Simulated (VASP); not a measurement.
# BN (Cm) in VASP: a series of runs, part 2 of 2

VASP 6.6.1. The steps go on from the part before.

## 4. Single point, PBE (atom 1 (B) moved by (+0.225, +0.225) A along y and z)

INCAR reads:

```
PREC = Accurate
ENCUT = 520
EDIFF = 1E-7
ISMEAR = 0
SIGMA = 0.05
LREAL = F
LASPH = T
NELM = 80
ALGO = Normal
ISIF = 2
LWAVE = F
LCHARG = T
GGA = PE
LELF = T
LVHAR = T
NBANDS = 16
```

KPOINTS reads:

```
Automatic mesh
0
Gamma
  12 12 6
```

POSCAR reads:

```
BN
1.0
    2.5539396017      0.0000000000      0.0000000000
   -1.2769698009      2.2117765748      0.0000000000
    0.0000000000      0.0000000000      4.2268550000
B N
2 2
Direct
    0.7175307554      0.4350615108      1.0529550666
    0.3333333333      0.6666666667      0.4997240000
    0.6666666667      0.3333333333      0.6252760000
    0.3333333333      0.6666666667      0.1252760000
```

Potentials or basis: VASP PAW PBE potentials, release 64 (B, N).

Run with:

```sh
$ cat potpaw_PBE.64/B/POTCAR potpaw_PBE.64/N/POTCAR > POTCAR
$ mpirun -np 1 vasp_std > vasp.out
```

OUTCAR:

```text
PREC = Accurate
   ENCUT = 520
   EDIFF = 1E-7
   ISMEAR = 0
   LREAL = F
   LASPH = T
   NELM = 80
   ISIF = 2
   GGA = PE

 ion  position               nearest neighbor table
   1  0.718  0.435  0.053-   4 1.41   4 1.41   4 1.73   3 1.82
   2  0.333  0.667  0.500-   3 1.57   3 1.57   3 1.57   4 1.58
   3  0.667  0.333  0.625-   2 1.57   2 1.57   2 1.57   1 1.82
   4  0.333  0.667  0.125-   1 1.41   1 1.41   2 1.58   1 1.73

  LATTYP: Found a hexagonal cell.
 ALAT       =     2.5539396017
 C/A-ratio  =     1.6550332659

  Lattice vectors:

 A1 = (   2.5539396017,   0.0000000000,   0.0000000000)
 A2 = (  -1.2769698009,   2.2117765748,   0.0000000000)
 A3 = (   0.0000000000,   0.0000000000,   4.2268550000)

Analysis of symmetry for initial positions (statically):
=====================================================================
 Subroutine PRICEL returns:
 Original cell was already a primitive cell.

 Routine SETGRP: Setting up the symmetry group for a
 hexagonal supercell.

 Subroutine GETGRP returns: Found  2 space group operations
 (whereof  2 operations were pure point group operations)
 out of a pool of 24 trial point group operations.

The static configuration has the point symmetry C_1h.

Analysis of symmetry for dynamics (positions and initial velocities):
=====================================================================
 Subroutine PRICEL returns:
 Original cell was already a primitive cell.

 Routine SETGRP: Setting up the symmetry group for a
 hexagonal supercell.

 Subroutine GETGRP returns: Found  2 space group operations
 (whereof  2 operations were pure point group operations)
 out of a pool of 24 trial point group operations.

The dynamic configuration has the point symmetry C_1h.

 Subroutine INISYM returns: Found  2 space group operations
[... 113 lines left out ...]
   NUPDOWN=      -1.0000    fix difference up-down
   EMIN   =  10.00;   EMAX   =-10.00  energy-range for DOS
   EFERMI =   0.00;   METHOD = LEGACY
   ISMEAR =     0;   SIGMA  =   0.05  broadening in eV -4-tet -1-fermi 0-gaus
   EFERMI_NEDOS =   21; number of points for ismear=-14 and -15
   IALGO  =     38    algorithm
   IMIX   =      4    mixing-type and parameters
     AMIX     =   0.40;   BMIX     =  1.00
     AMIX_MAG =   1.60;   BMIX_MAG =  1.00
  volume/ion in A,a.u.               =       5.97        40.28
  Fermi-wavevector in a.u.,A,eV,Ry     =   1.432600  2.707222 27.923836  2.052344
  Thomas-Fermi vector in A             =   2.552210
   LORBIT       =      0    0 simple, 1 ext, 2 COOP (PROOUT), +10 PAW based schemes
   GGA     = PE    functional components
   LHFCALC =     F    Hartree Fock is set to
   AEXX    =    0.0000 exact exchange contribution
   IVDW    =     0    specifies the selected vdW correction
   LEPSILON=     F    determine dielectric tensor
   LRPA    =     F    only Hartree local field effects (RPA)
 non-spin polarized calculation
 Gauss-broadening in eV      SIGMA  =   0.05
  energy-cutoff  :      520.00
  volume of cell :       23.88
 maximum number of plane-waves:       660
   NGX =  9   NGY =  9   NGZ = 15

 number of electron      16.0000000 magnetization

 Free energy of the ion-electron system (eV)
  ---------------------------------------------------
  ext. energy  EPLUGINS =         0.00000000
  ---------------------------------------------------
  free energy    TOTEN  =       -33.48364781 eV

  energy without entropy =      -33.48364781  energy(sigma->0) =      -33.48364781

 E-fermi :   8.3478     XC(G=0): -12.7485

 val. band max:        8.1375306310   @ k =   0.0000   0.0000   0.0000
 cond. band min:      12.1828433932   @ k =   0.5000   0.0000   0.5000
 fundamental gap:      4.0453127622
 Fermi energy:         8.3477705282

 k-point     1 :       0.0000    0.0000    0.0000
  band No.  band energies     occupation
      1     -13.2223      2.00000
      2      -8.6287      2.00000
      3      -3.2356      2.00000
      4       2.4416      2.00000
      5       6.0039      2.00000
      6       7.2606      2.00000
[... 433 lines left out ...]
      3      -2.1671      2.00000
      4      -0.1859      2.00000
      5       0.7761      2.00000
      6       2.5223      2.00000
[... 8 lines left out ...]
     15      23.2472      0.00000
     16      25.1089      0.00000

 [... further k-points ...]
[... 5 lines left out ...]
  --------------------------------------------------------------------------------------
  -------------------------------------------------------------------------------------
  Total        3.8515377      1.1222194      1.9110357     -0.0000000      0.0416404     -0.0000000
  in kB      258.4493881     75.3041902    128.2360570     -0.0000000      2.7941894     -0.0000000
  external PRESSURE =     153.9965451 kB  Pullay stress =       0.0000000 kB

 VOLUME and BASIS-vectors are now :
 -----------------------------------------------------------------------------
  energy-cutoff  :      520.00
  volume of cell :       23.88
      direct lattice vectors                 reciprocal lattice vectors
     2.553939602  0.000000000  0.000000000     0.391551938  0.226062617  0.000000000
    -1.276969801  2.211776575  0.000000000     0.000000000  0.452125233  0.000000000
     0.000000000  0.000000000  4.226855000     0.000000000  0.000000000  0.236582518

 POSITION                                       TOTAL-FORCE (eV/Angst)
 -----------------------------------------------------------------------------------
      1.27697      0.96226      0.22383         0.000000     -5.130904     -5.805314
     -0.00000      1.47452      2.11226        -0.000000      0.077529      2.534858
      1.27697      0.73726      2.64295        -0.000000      0.736842      0.058901
     -0.00000      1.47452      0.52952        -0.000000      4.316532      3.211555
 -----------------------------------------------------------------------------------
    total drift:                                0.000000      0.000027      0.000024

  FREE ENERGIE OF THE ION-ELECTRON SYSTEM (eV)
  ---------------------------------------------------
  free  energy   TOTEN  =       -33.4836478107 eV

  energy  without entropy=      -33.4836478107  energy(sigma->0) =      -33.48364781
```

OSZICAR:

```text
N       E                     dE             d eps       ncg     rms          rms(c)
DAV:   1     0.390422028974E+02    0.39042E+02   -0.83535E+03  7768   0.972E+02
DAV:   2    -0.334804438235E+02   -0.72523E+02   -0.67855E+02 10968   0.232E+02
DAV:   3    -0.357153853693E+02   -0.22349E+01   -0.22300E+01  8936   0.376E+01
DAV:   4    -0.357210684412E+02   -0.56831E-02   -0.56827E-02  9664   0.214E+00
DAV:   5    -0.357210864104E+02   -0.17969E-04   -0.17969E-04  8920   0.111E-01    0.101E+01
DAV:   6    -0.336616890064E+02    0.20594E+01   -0.26866E+00  9976   0.148E+01    0.465E+00
DAV:   7    -0.335149304278E+02    0.14676E+00   -0.37227E-01 10144   0.498E+00    0.286E+00
DAV:   8    -0.334835591428E+02    0.31371E-01   -0.56801E-02  9752   0.201E+00    0.307E-01
DAV:   9    -0.334833936330E+02    0.16551E-03   -0.29217E-03  9552   0.559E-01    0.147E-01
DAV:  10    -0.334836241410E+02   -0.23051E-03   -0.47104E-04  9480   0.189E-01    0.276E-02
DAV:  11    -0.334836408562E+02   -0.16715E-04   -0.32281E-05 10384   0.534E-02    0.122E-02
DAV:  12    -0.334836470860E+02   -0.62298E-05   -0.53740E-06 10320   0.217E-02    0.629E-03
DAV:  13    -0.334836477009E+02   -0.61491E-06   -0.58018E-07  8944   0.726E-03    0.170E-03
DAV:  14    -0.334836478028E+02   -0.10186E-06   -0.86934E-08  7336   0.263E-03    0.326E-04
DAV:  15    -0.334836478107E+02   -0.78871E-08   -0.66563E-09  4072   0.904E-04
   1 F= -.33483648E+02 E0= -.33483648E+02  d E =-.684563E-12
```

Wall time 39 s (1 thread of AMD EPYC 9R45 (Zen 5), shared host); peak memory 0.15 GiB.

Results:

```
Free energy            : -33.4836 eV
Pressure               : 15.4 GPa
Largest force          : 7.748 eV/Å
Band gap on the k mesh : 4.05 eV, indirect (least direct gap 5.78 eV)
```

Forces on the atoms (eV/Å):
```
B    0.000 -5.131 -5.805
B    0.000  0.078  2.535
N    0.000  0.737  0.059
N    0.000  4.317  3.212
```

Caveat: the cell differs from its parent crystal (atom 1 (B) moved by (+0.225, +0.225) A along y and z); forces of over 1 eV/Å act on the atoms, so gaps and moduli don't describe the material at rest. A k mesh can miss the band edges.
